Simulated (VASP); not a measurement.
The system is MnO2.

```
Mn O
1.0
     4.39600    0.00000    0.00000
     0.00000    4.39600    0.00000
     0.00000    0.00000    2.87100
Mn O
2 4
Direct
  0.00000 0.00000 0.00000
  0.50000 0.50000 0.50000
  0.30200 0.30200 0.00000
  0.19800 0.80200 0.50000
  0.69800 0.69800 0.00000
  0.80200 0.19800 0.50000
```

Base run:

```yaml
Program: VASP 6.6.1
Functional: PBE
Potentials_or_basis: VASP PAW PBE potentials, release 64 (Mn_pv, O)
Cutoff: 520 eV
k_mesh: 5 × 5 × 8
Occupations: gaussian, width 0.05 eV
Spin: collinear spin, ferromagnetic start
Starting_moments: "[6.0, 6.0, 0.0, 0.0, 0.0, 0.0] μB"
Fixed_moment: 12 μB
Hubbard_terms: Mn d U = 3.9 eV
```

Its results: pressure 80.0 GPa; site moments Mn +4.21; O +0.70 μB; largest force 2.331 eV/Å.

Question: The run is repeated on the same cell with these changes: fixed moment from 12 μB to 4 μB; moments at the start from [6.0, 6.0, 0.0, 0.0, 0.0, 0.0] to [2.0, 2.0, 0.0, 0.0, 0.0, 0.0]. What comes out?

Answer: Pressure 7.5 GPa; site moments Mn +2.20; O -0.10 μB; largest force 0.468 eV/Å.

Caveats: the cell stands under pressure; the total moment is fixed, so each spin has its own Fermi level; only a ferromagnetic start was run, and an antiferromagnetic order may lie lower in energy; forces of over 1 eV/Å act on the atoms, so gaps and moduli don't describe the material at rest (at least some runs).
